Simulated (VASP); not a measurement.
Crystal: Ti.

```
Ti
1.0
     2.59139    0.00000    0.00000
     0.00000    2.59139    0.00000
     0.00000    0.00000    2.59139
Ti
1
Direct
  0.00000 0.00000 0.00000
```

```yaml
Program: VASP 6.6.1
Task: relaxation of cell and atoms
Functional: LDA
Potentials_or_basis: VASP PAW LDA potentials, release 64 (Ti_sv)
Cutoff: 600 eV
k_mesh: 15 × 15 × 15
Occupations: fermi-dirac, width 0.05 eV
Spin: no spin polarisation
```

At the start: pressure -4.0 GPa; volume 17.40 Å³/atom.

How do energy, volume and symmetry change on relaxing?

Over 3 steps the energy falls by 10.7 meV/atom and the volume is 16.58 Å³/atom (-4.7 %); space group Pm-3m (No. 221, to 0.05 Å).

The path:
| step | energy change (eV) | largest force (eV/Å) | pressure (GPa) | volume (Å³) |
| --- | --- | --- | --- | --- |
| 1 | 0.0000 | 0.0000 | -4.02 | 17.40 |
| 2 | -0.0095 | 0.0000 | 1.45 | 16.33 |
| 3 | -0.0107 | 0.0000 | 0.01 | 16.58 |

Final structure:
```
CELL_PARAMETERS angstrom
2.54996 0.00000 0.00000
0.00000 2.54996 0.00000
0.00000 0.00000 2.54996
ATOMIC_POSITIONS crystal
Ti 0.00000 0.00000 0.00000
```
